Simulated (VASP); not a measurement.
Set up this calculation in VASP 6.6.1, as the native input.

- Task: single point
- Functional: PBEsol
- Potentials or basis: VASP PAW PBE potentials, release 64 (Al, N)
- Cutoff: 520 eV
- k mesh: 12 × 12 × 6
- Occupations: gaussian, width 0.05 eV
- Spin: no spin polarisation
- Dipole correction: no
- Further INCAR settings: ALGO = Normal; EDIFF = 1e-06; NBANDS = 16

The structure of AlN lies in POSCAR:

```
AlN
1.0
    3.3121157418      0.0000000000      0.0000000000
   -1.6560578709      2.8683763727      0.0000000000
    0.0000000000      0.0000000000      4.1875630000
Al N
2 2
Direct
    0.3202597352      0.6601298676      0.7500000000
    0.6535930685      0.3267965343      0.2500000000
    0.3333333333      0.6666666667      0.2500000000
    0.6666666667      0.3333333333      0.7500000000
```

This cell differs from its parent crystal: all Al atoms moved +0.037 Å, as atom 1 towards its neighbour atom 4 (N) at 1.912 Å.

The input as run:

INCAR

```
ALGO     = Normal         # electronic algorithm
EDIFF    = 1E-6           # SCF threshold, eV
ENCUT    = 520            # plane-wave cutoff, eV
GGA      = PS             # functional
ISIF     = 2              # what is computed and relaxed
ISMEAR   = 0              # smearing method
LASPH    = T              # aspherical terms in the spheres
LCHARG   = T              # write CHGCAR
LELF     = T              # ELF
LREAL    = F              # projectors in reciprocal space
LVHAR    = T            
LWAVE    = F              # write WAVECAR
NBANDS   = 16             # bands
NELM     = 80             # most SCF steps
PREC     = Accurate       # precision mode
SIGMA    = 0.05           # smearing width, eV
```

KPOINTS

```
k-points
0
Gamma
  12 12 6
```

Potentials or basis: VASP PAW PBE potentials, release 64 (Al, N).

The run is started by

```console
$ cat potpaw_PBE.64/Al/POTCAR potpaw_PBE.64/N/POTCAR > POTCAR
$ mpirun -np 1 vasp_std > vasp.out
```

It gave:

* Pressure: -3.3 GPa
* Largest force: 0.601 eV/Å
* Band gap on the k mesh: 3.18 eV

Caveat: the cell differs from its parent crystal (all Al atoms moved +0.037 Å, as atom 1 towards its neighbour atom 4 (N) at 1.912 Å); the cell stands under tension; the PAW data sets were made with another functional, which shifts forces and pressure a little.

Run time: 48 s on 1 thread of AMD EPYC 9R45 96-Core Processor (Zen 5), with other jobs on the host, peak memory 0.19 GiB.
